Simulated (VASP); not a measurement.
# Ru2C (R-3m) in VASP: single point with PBE

Aim: the single point of Ru2C with PBE.

Everything below comes from runs of VASP 6.6.1. Logs are shortened: lines on timing, memory, paths and dates and some standing lists are left out, and cuts for length are marked.

### 1 The cell of the first run

The structure is trigonal, space group R-3m (No. 166). The conventional cell has a = 3.006 Å, b = 3.006 Å, c = 13.293 Å, α = 90.00°, β = 90.00°, γ = 120.00°. Ru (site symmetry 3m) has 3 C at 2.07 Å and 12 Ru at 2.77 to 3.01 Å within 3.1 Å. C (site symmetry -3m) has 6 Ru at 2.07 Å within 2.7 Å.

The cell was generated, and may not be a known phase.

### 2 Single point, PBE

Input file INCAR:

```
SYSTEM = Ru2C
ALGO     = Normal         ! electronic algorithm
EDIFF    = 1E-6           ! SCF threshold, eV
ENCUT    = 600            ! plane-wave cutoff, eV
GGA      = PE             ! functional
GGA_COMPAT= .False.      
ISIF     = 2              ! what is computed and relaxed
ISMEAR   = 0              ! smearing method
LASPH    = .True.         ! aspherical terms in the spheres
LCHARG   = .False.        ! write CHGCAR
LREAL    = .False.        ! projectors in reciprocal space
LWAVE    = .False.        ! write WAVECAR
NBANDS   = 23             ! bands
NELM     = 120            ! most SCF steps
PREC     = Accurate       ! precision mode
SIGMA    = 0.1            ! smearing width, eV
```

Input file KPOINTS:

```
k-points
0
Gamma
  6 6 6
  0 0 0
```

Input file POSCAR:

```
Ru2C
1.0
    1.5028977383      0.8676984138      4.4309751181
   -1.5028977383      0.8676984138      4.4309751181
    0.0000000000     -1.7353968275      4.4309751181
Ru C
2 1
Direct
    0.2479435920      0.2479435920      0.2479435920
    0.7520564080      0.7520564080      0.7520564080
    0.0000000000      0.0000000000      0.0000000000
```

Potentials or basis: VASP PAW PBE potentials, release 64 (Ru_pv, C).

Run with:

```
> cat potpaw_PBE.64/Ru_pv/POTCAR potpaw_PBE.64/C/POTCAR > POTCAR
> mpirun -np 1 vasp_std > vasp.out
```

OUTCAR:

```text
SYSTEM = Ru2C
   EDIFF = 1E-6
   ENCUT = 600
   GGA = PE
   ISIF = 2
   ISMEAR = 0
   LASPH = .True.
   LREAL = .False.
   NELM = 120
   PREC = Accurate

 ion  position               nearest neighbor table
   1  0.248  0.248  0.248-   3 2.07   3 2.07   3 2.07   2 2.77   2 2.77   2 2.77   2 2.86   2 2.86
                             2 2.86
   2  0.752  0.752  0.752-   3 2.07   3 2.07   3 2.07   1 2.77   1 2.77   1 2.77   1 2.86   1 2.86
                             1 2.86
   3  0.000  0.000  0.000-   2 2.07   1 2.07   2 2.07   2 2.07   1 2.07   1 2.07

  LATTYP: Found a trigonal (rhomboedric) cell.
 ALAT       =     4.7586912745
 COS(alpha) =     0.8005133686

  Lattice vectors:

 A1 = (   1.5028977383,   0.8676984138,   4.4309751181)
 A2 = (  -1.5028977383,   0.8676984138,   4.4309751181)
 A3 = (   0.0000000000,  -1.7353968275,   4.4309751181)

Analysis of symmetry for initial positions (statically):
=====================================================================
 Subroutine PRICEL returns:
 Original cell was already a primitive cell.

 Routine SETGRP: Setting up the symmetry group for a
 trigonal (rhombohedral) supercell.

 Subroutine GETGRP returns: Found 12 space group operations
 (whereof 12 operations were pure point group operations)
 out of a pool of 12 trial point group operations.

The static configuration has the point symmetry D_3d.

Analysis of symmetry for dynamics (positions and initial velocities):
=====================================================================
 Subroutine PRICEL returns:
 Original cell was already a primitive cell.

 Routine SETGRP: Setting up the symmetry group for a
 trigonal (rhombohedral) supercell.

 Subroutine GETGRP returns: Found 12 space group operations
 (whereof 12 operations were pure point group operations)
 out of a pool of 12 trial point group operations.

The dynamic configuration has the point symmetry D_3d.

 Subroutine INISYM returns: Found 12 space group operations
 (whereof 12 operations are pure point group operations),
 and found     1 'primitive' translations

----------------------------------------------------------------------------------------

                                     Primitive cell

  volume of cell :      34.6696

  direct lattice vectors                    reciprocal lattice vectors
     1.502897738  0.867698414  4.430975118     0.332690633  0.192079027  0.075227986
    -1.502897738  0.867698414  4.430975118    -0.332690633  0.192079027  0.075227986
     0.000000000 -1.735396828  4.430975118     0.000000000 -0.384158053  0.075227986

  length of vectors
     4.758691275  4.758691275  4.758691275     0.391454544  0.391454544  0.391454544

  position of ions in fractional coordinates (direct lattice)
     0.247943592  0.247943592  0.247943592
     0.752056408  0.752056408  0.752056408
     0.000000000  0.000000000  0.000000000

  ion indices of the primitive-cell ions
   primitive index   ion index
                 1           1
                 2           2
                 3           3

----------------------------------------------------------------------------------------

 KPOINTS: k-points

Automatic generation of k-mesh.
 Grid dimensions read from file:
 generate k-points for:    6    6    6

 Generating k-lattice:

  Cartesian coordinates                     Fractional coordinates (reciprocal lattice)
     0.055448439  0.032013171  0.012537998     0.166666667  0.000000000 -0.000000000
    -0.055448439  0.032013171  0.012537998     0.000000000  0.166666667 -0.000000000
     0.000000000 -0.064026342  0.012537998    -0.000000000 -0.000000000  0.166666667

  Length of vectors
     0.065242424  0.065242424  0.065242424

  Shift w.r.t. Gamma in fractional coordinates (k-lattice)
     0.000000000  0.000000000  0.000000000

 Subroutine IBZKPT returns following result:
 ===========================================

 Found     32 irreducible k-points:

 Following reciprocal coordinates:
            Coordinates               Weight
  0.000000  0.000000  0.000000      1.000000
  0.166667  0.000000  0.000000      6.000000
  0.333333  0.000000  0.000000      6.000000
  0.500000 -0.000000  0.000000      3.000000
  0.166667  0.166667  0.000000      6.000000
  0.333333  0.166667  0.000000     12.000000
[... 16 lines left out ...]
  0.500000  0.500000  0.166667      6.000000
 -0.333333  0.500000  0.166667     12.000000
 [... further k-points ...]
   k-points           NKPTS =     32   k-points in BZ     NKDIM =     32   number of bands    NBANDS=     23
   number of dos      NEDOS =    301   number of ions     NIONS =      3
   total plane-waves  NPLWV =  64000
   dimension x,y,z NGX =    40 NGY =   40 NGZ =   40
   dimension x,y,z NGXF=    80 NGYF=   80 NGZF=   80
   ions per type =               2   1
   NGX,Y,Z   is equivalent  to a cutoff of  13.97, 13.97, 13.97 a.u.
   NGXF,Y,Z  is equivalent  to a cutoff of  27.95, 27.95, 27.95 a.u.
 SYSTEM =  Ru2C
   PREC   = accura    normal or accurate (medium, high low for compatibility)
   ISTART =      0    job   : 0-new  1-cont  2-samecut
   ICHARG =      2    charge: 1-file 2-atom 10-const
   ISPIN  =      1    spin polarized calculation?
   LNONCOLLINEAR =      F non collinear calculations
   LSORBIT =      F    spin-orbit coupling
   LASPH  =      T    aspherical Exc in radial PAW
   ENCUT  =  600.0 eV  44.10 Ry    6.64 a.u.   9.50  9.50  9.50*2*pi/ulx,y,z
   NELM   =    120;   NELMIN=  2; NELMDL= -5     # of ELM steps
   EDIFF  = 0.1E-05   stopping-criterion for ELM
   LREAL  =      F    real-space projection
   EDIFFG = 0.1E-04   stopping-criterion for IOM
   NSW    =      0    number of steps for IOM
   IBRION =     -1    ionic relax: 0-MD 1-quasi-New 2-CG
   NFREE  =      0    steps in history (QN), initial steepest desc. (CG)
   ISIF   =      2    stress and relaxation
   ISYM   =      2    0-nonsym 1-usesym 2-fastsym
   POTIM  = 0.5000    time-step for ionic-motion
   TEBEG  =    0.0;   TEEND  =   0.0 temperature during run
   PSTRESS=    0.0 pullay stress
   NELECT =      32.0000    total number of electrons
   NUPDOWN=      -1.0000    fix difference up-down
   EMIN   =  10.00;   EMAX   =-10.00  energy-range for DOS
   EFERMI =   0.00;   METHOD = LEGACY
   ISMEAR =     0;   SIGMA  =   0.10  broadening in eV -4-tet -1-fermi 0-gaus
   EFERMI_NEDOS =   21; number of points for ismear=-14 and -15
   IALGO  =     38    algorithm
   IMIX   =      4    mixing-type and parameters
     AMIX     =   0.40;   BMIX     =  1.00
     AMIX_MAG =   1.60;   BMIX_MAG =  1.00
  volume/ion in A,a.u.               =      11.56        77.99
  Fermi-wavevector in a.u.,A,eV,Ry     =   1.593952  3.012132 34.568088  2.540683
  Thomas-Fermi vector in A             =   2.692102
   LORBIT       =      0    0 simple, 1 ext, 2 COOP (PROOUT), +10 PAW based schemes
   GGA     = PE    functional components
   LHFCALC =     F    Hartree Fock is set to
   AEXX    =    0.0000 exact exchange contribution
   IVDW    =     0    specifies the selected vdW correction
   LEPSILON=     F    determine dielectric tensor
   LRPA    =     F    only Hartree local field effects (RPA)
 non-spin polarized calculation
 Gauss-broadening in eV      SIGMA  =   0.10
  energy-cutoff  :      600.00
  volume of cell :       34.67
 maximum number of plane-waves:      1174
 NGX is ok and might be reduce to    40
   NGX = 19   NGY = 19   NGZ = 19

 number of electron      32.0000002 magnetization

 Free energy of the ion-electron system (eV)
  ---------------------------------------------------
  ext. energy  EPLUGINS =         0.00000000
  ---------------------------------------------------
  free energy    TOTEN  =       -26.37903337 eV

  energy without entropy =      -26.35796427  energy(sigma->0) =      -26.36849882

 E-fermi :  11.7588     XC(G=0): -13.6158

 val. band max:       11.7587381410   @ k =  -0.1667   0.3333   0.1667
 cond. band min:      11.7768638128   @ k =   0.3333   0.1667   0.0000
 fundamental gap:      0.0181256719
 Fermi energy:        11.7588449708

 k-point     1 :       0.0000    0.0000    0.0000
  band No.  band energies     occupation
      1     -31.7491      2.00000
      2     -31.2802      2.00000
      3     -31.2802      2.00000
      4     -31.1655      2.00000
      5     -31.1655      2.00000
      6     -31.1015      2.00000
[... 15 lines left out ...]
     22      19.8138      0.00000
     23      22.4153      0.00000

 k-point     2 :       0.1667    0.0000    0.0000
  band No.  band energies     occupation
      1     -31.6965      2.00000
      2     -31.3447      2.00000
      3     -31.2901      2.00000
      4     -31.2473      2.00000
      5     -31.1905      2.00000
      6     -31.1345      2.00000
[... 15 lines left out ...]
     22      21.3527      0.00000
     23      22.4180      0.00000

 k-point     3 :       0.3333    0.0000    0.0000
  band No.  band energies     occupation
      1     -31.5596      2.00000
      2     -31.4664      2.00000
      3     -31.4125      2.00000
      4     -31.3042      2.00000
      5     -31.2459      2.00000
      6     -31.2339      2.00000
[... 15 lines left out ...]
     22      20.8242      0.00000
     23      22.4191      0.00000

 k-point     4 :       0.5000   -0.0000    0.0000
  band No.  band energies     occupation
      1     -31.5113      2.00000
      2     -31.5098      2.00000
      3     -31.3896      2.00000
      4     -31.3840      2.00000
      5     -31.2978      2.00000
      6     -31.2868      2.00000
[... 15 lines left out ...]
     22      21.4877      0.00000
     23      21.6003      0.00000

 k-point     5 :       0.1667    0.1667    0.0000
  band No.  band energies     occupation
      1     -31.6924      2.00000
      2     -31.3184      2.00000
      3     -31.3081      2.00000
      4     -31.2857      2.00000
      5     -31.1722      2.00000
      6     -31.1269      2.00000
[... 434 lines left out ...]
 k-point    22 :      -0.1667    0.3333    0.1667
  band No.  band energies     occupation
      1     -31.5938      2.00000
      2     -31.5604      2.00000
      3     -31.4099      2.00000
      4     -31.3284      2.00000
      5     -31.3003      2.00000
      6     -31.1820      2.00000
[... 15 lines left out ...]
     22      19.8349      0.00000
     23      22.4201      0.00000

 k-point    23 :       0.5000    0.5000    0.1667
  band No.  band energies     occupation
      1     -31.6183      2.00000
      2     -31.5925      2.00000
      3     -31.3606      2.00000
      4     -31.2578      2.00000
      5     -31.1982      2.00000
      6     -31.1884      2.00000
[... 15 lines left out ...]
     22      21.4114      0.00000
     23      22.4176      0.00000

 k-point    24 :      -0.3333    0.5000    0.1667
  band No.  band energies     occupation
      1     -31.6360      2.00000
      2     -31.6103      2.00000
      3     -31.3956      2.00000
      4     -31.2761      2.00000
      5     -31.2494      2.00000
      6     -31.2041      2.00000
[... 15 lines left out ...]
     22      20.3735      0.00000
     23      22.4175      0.00000

 [... further k-points ...]

------------------------ aborting loop because EDIFF is reached ----------------------------------------

  FORCE on cell =-STRESS in cart. coord.  units (eV):
  Direction    XX          YY          ZZ          XY          YZ          ZX
  --------------------------------------------------------------------------------------
  -------------------------------------------------------------------------------------
  Total       -0.0547952     -0.0547952     -0.0564234      0.0000000     -0.0000000      0.0000000
  in kB       -2.5322355     -2.5322355     -2.6074792      0.0000000     -0.0000000      0.0000000
  external PRESSURE =      -2.5573168 kB  Pullay stress =       0.0000000 kB

 VOLUME and BASIS-vectors are now :
 -----------------------------------------------------------------------------
  energy-cutoff  :      600.00
  volume of cell :       34.67
      direct lattice vectors                 reciprocal lattice vectors
     1.502897738  0.867698414  4.430975118     0.332690633  0.192079027  0.075227986
    -1.502897738  0.867698414  4.430975118    -0.332690633  0.192079027  0.075227986
     0.000000000 -1.735396828  4.430975118     0.000000000 -0.384158053  0.075227986

 POSITION                                       TOTAL-FORCE (eV/Angst)
 -----------------------------------------------------------------------------------
      0.00000      0.00000      3.29590         0.000000      0.000000      0.108661
      0.00000      0.00000      9.99703         0.000000     -0.000000     -0.108661
      0.00000      0.00000      0.00000         0.000000      0.000000      0.000000
 -----------------------------------------------------------------------------------
    total drift:                               -0.000000      0.000000      0.000000

  FREE ENERGIE OF THE ION-ELECTRON SYSTEM (eV)
  ---------------------------------------------------
  free  energy   TOTEN  =       -26.3790333701 eV

  energy  without entropy=      -26.3579642653  energy(sigma->0) =      -26.36849882
```

Wall time 2 min (1 thread of Intel Xeon 8259CL, shared host); peak memory 0.25 GiB.

What came out:

```yaml
Free_energy: -26.3790 eV
Pressure: -0.3 GPa
Largest_force: 0.109 eV/Å
Band_gap_on_the_k_mesh: zero (bands 16 and 17 overlap by 2.10 eV)
```

Forces in eV/Å, atoms in the order of the input:
```
Ru   0.000  0.000  0.109
Ru   0.000  0.000 -0.109
C    0.000  0.000  0.000
```

Caveat: the k points lie up to 0.41 Å⁻¹ apart, too coarse for converged energies and pressures of a metal.
